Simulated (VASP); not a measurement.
# SrTiO3 (P4mm) in VASP: further runs, part 3 of 3

VASP 6.6.1. The steps go on from the part before.

## 6. Single point, PBE (mode 1 frozen in at -0.058 Å and mode 7 at +0.173 Å (largest displacements))

Contents of INCAR:

```
SYSTEM = SrTiO3
ALGO     = Normal         ! electronic algorithm
EDIFF    = 1E-6           ! SCF threshold, eV
ENCUT    = 520            ! plane-wave cutoff, eV
GGA      = PE             ! functional
ISIF     = 2              ! what is computed and relaxed
ISMEAR   = 0              ! smearing method
LASPH    = .TRUE.         ! aspherical terms in the spheres
LCHARG   = .TRUE.         ! write CHGCAR
LELF     = .TRUE.         ! ELF
LREAL    = .FALSE.        ! projectors in reciprocal space
LVHAR    = .TRUE.       
LWAVE    = .FALSE.        ! write WAVECAR
NBANDS   = 28             ! bands
NELM     = 80             ! most SCF steps
PREC     = Accurate       ! precision mode
SIGMA    = 0.05           ! smearing width, eV
```

Contents of KPOINTS:

```
k-points
0
G
  8 8 8
  0 0 0
```

Contents of POSCAR:

```
SrTiO3
1.0
    3.9364094381      0.0000000000      0.0000000000
    0.0000000000      3.9364094381      0.0000000000
    0.0000000000      0.0000000000      3.9364094381
Sr Ti O
1 1 3
Direct
    0.0380222051      0.0000000000      0.0000000000
    0.4657828960      0.5000000000      0.5000000000
   -0.0298790482      0.5000000000      0.5000000000
    0.4620101068      0.0000000000      0.5000000000
    0.4620101068      0.5000000000      0.0000000000
```

Potentials or basis: VASP PAW PBE potentials, release 64 (Sr_sv, Ti_sv, O).

On the command line:

```sh
cat potpaw_PBE.64/Sr_sv/POTCAR potpaw_PBE.64/Ti_sv/POTCAR potpaw_PBE.64/O/POTCAR > POTCAR
mpirun -np 1 vasp_std > vasp.out
```

OUTCAR:

```text
SYSTEM = SrTiO3
   EDIFF = 1E-6
   ENCUT = 520
   GGA = PE
   ISIF = 2
   ISMEAR = 0
   LASPH = .TRUE.
   LREAL = .FALSE.
   NELM = 80
   PREC = Accurate

 ion  position               nearest neighbor table
   1  0.038  0.000  0.000-   4 2.58   5 2.58   4 2.58   5 2.58   3 2.80   3 2.80   3 2.80   3 2.80
                             4 3.00   5 3.00   4 3.00   5 3.00   2 3.25   2 3.25   2 3.25   2 3.25
   2  0.466  0.500  0.500-   3 1.95   4 1.97   5 1.97   5 1.97   4 1.97   3 1.99   1 3.25   1 3.25
[... 953 lines left out ...]
  -------------------------------------------------------------------------------------
  Total        0.9361030      1.0465558      1.0465558      0.0000000      0.0000000     -0.0000000
  in kB       24.5885789     27.4898387     27.4898387      0.0000000      0.0000000     -0.0000000
  external PRESSURE =      26.5227521 kB  Pullay stress =       0.0000000 kB

 VOLUME and BASIS-vectors are now :
 -----------------------------------------------------------------------------
  energy-cutoff  :      520.00
  volume of cell :       61.00
      direct lattice vectors                 reciprocal lattice vectors
     3.936409438  0.000000000  0.000000000     0.254038615  0.000000000  0.000000000
     0.000000000  3.936409438  0.000000000     0.000000000  0.254038615  0.000000000
     0.000000000  0.000000000  3.936409438     0.000000000  0.000000000  0.254038615

 POSITION                                       TOTAL-FORCE (eV/Angst)
 -----------------------------------------------------------------------------------
      0.14967      0.00000      0.00000        -1.073962     -0.000000     -0.000000
      1.83351      1.96820      1.96820         0.757389     -0.000000     -0.000000
      3.81879      1.96820      1.96820        -0.003728     -0.000000     -0.000000
      1.81866      0.00000      1.96820         0.160150     -0.000000     -0.000000
      1.81866      1.96820      0.00000         0.160150      0.000000      0.000000
 -----------------------------------------------------------------------------------
    total drift:                               -0.000099      0.000000     -0.000003

  FREE ENERGIE OF THE ION-ELECTRON SYSTEM (eV)
  ---------------------------------------------------
  free  energy   TOTEN  =       -39.9585480077 eV

  energy  without entropy=      -39.9585480077  energy(sigma->0) =      -39.95854801
```

OSZICAR:

```text
N       E                     dE             d eps       ncg     rms          rms(c)
DAV:   1     0.429723769525E+03    0.42972E+03   -0.21183E+04  4200   0.157E+03
DAV:   2    -0.401013053759E+01   -0.43373E+03   -0.41395E+03  4740   0.437E+02
DAV:   3    -0.481745082243E+02   -0.44164E+02   -0.43816E+02  5776   0.135E+02
DAV:   4    -0.503871267970E+02   -0.22126E+01   -0.22075E+01  6372   0.261E+01
DAV:   5    -0.504463841287E+02   -0.59257E-01   -0.59247E-01  5828   0.344E+00    0.270E+01
DAV:   6    -0.400604466907E+02    0.10386E+02   -0.53968E+01  5968   0.646E+01    0.155E+01
DAV:   7    -0.400575491726E+02    0.28975E-02   -0.83601E+00  5492   0.220E+01    0.113E+01
DAV:   8    -0.400357566320E+02    0.21793E-01   -0.15881E+00  5052   0.133E+01    0.321E+00
DAV:   9    -0.399708923820E+02    0.64864E-01   -0.38336E-01  5340   0.552E+00    0.120E+00
DAV:  10    -0.399648741733E+02    0.60182E-02   -0.96151E-02  5348   0.222E+00    0.727E-01
DAV:  11    -0.399585416520E+02    0.63325E-02   -0.27230E-02  6740   0.145E+00    0.120E-01
DAV:  12    -0.399585179488E+02    0.23703E-04   -0.16125E-03  4988   0.412E-01    0.999E-02
DAV:  13    -0.399585487949E+02   -0.30846E-04   -0.20109E-04  6248   0.115E-01    0.351E-02
DAV:  14    -0.399585523104E+02   -0.35154E-05   -0.12308E-04  5828   0.710E-02    0.267E-02
DAV:  15    -0.399585477751E+02    0.45353E-05   -0.12059E-05  5396   0.349E-02    0.103E-02
DAV:  16    -0.399585480077E+02   -0.23269E-06   -0.86251E-06  5312   0.193E-02
   1 F= -.39958548E+02 E0= -.39958548E+02  d E =-.230034E-27
```

Run time: 58 s. Hardware: 1 thread of Intel Xeon 6975P-C (Granite Rapids), shared host; peak memory 0.26 GiB.

What came out:

* Free energy: -39.9585 eV
* Pressure: 2.7 GPa
* Largest force: 1.074 eV/Å
* Band gap on the k mesh: 1.76 eV, indirect (least direct gap 2.13 eV)

Forces on the atoms (eV/Å):
```
Sr  -1.074  0.000  0.000
Ti   0.757  0.000  0.000
O   -0.004  0.000  0.000
O    0.160  0.000  0.000
O    0.160  0.000  0.000
```

Stress tensor (GPa, compression positive):
```
2.46 0.00 0.00
0.00 2.75 0.00
0.00 0.00 2.75
```

Levels at points of the mesh, in eV from the valence-band top:
| k point | band 16 | band 17 | band 18 | band 19 | band 20 | band 21 | band 22 | band 23 | band 24 | band 25 |
| --- | --- | --- | --- | --- | --- | --- | --- | --- | --- | --- |
| (0.00, 0.00, 0.00) | -1.20 | -1.20 | -0.38 | -0.38 | -0.37 | 1.76 | 1.85 | 1.85 | 4.13 | 4.15 |
| (0.50, 0.00, 0.00) | -2.25 | -2.25 | -1.94 | -0.78 | -0.78 | 1.91 | 3.67 | 3.67 | 4.14 | 6.27 |
| (0.00, 0.50, 0.00) | -2.38 | -2.36 | -1.65 | -0.70 | -0.70 | 1.97 | 3.61 | 3.64 | 4.15 | 6.27 |
| (0.50, 0.50, 0.00) | -2.72 | -1.76 | -1.57 | -1.51 | -0.03 | 3.63 | 3.69 | 4.13 | 5.08 | 7.71 |
| (0.00, 0.50, 0.50) | -2.68 | -1.69 | -1.50 | -1.50 | -0.22 | 3.66 | 3.66 | 4.09 | 5.09 | 7.86 |
| (0.50, 0.50, 0.50) | -3.61 | -3.61 | -0.14 | 0.00 | 0.00 | 4.29 | 4.30 | 4.30 | 6.99 | 7.07 |

Caveat: the cell differs from its parent crystal (mode 1 frozen in at -0.058 Å and mode 7 at +0.173 Å (largest displacements)); forces of over 1 eV/Å act on the atoms, so gaps and moduli don't describe the material at rest. A k mesh can miss the band edges.
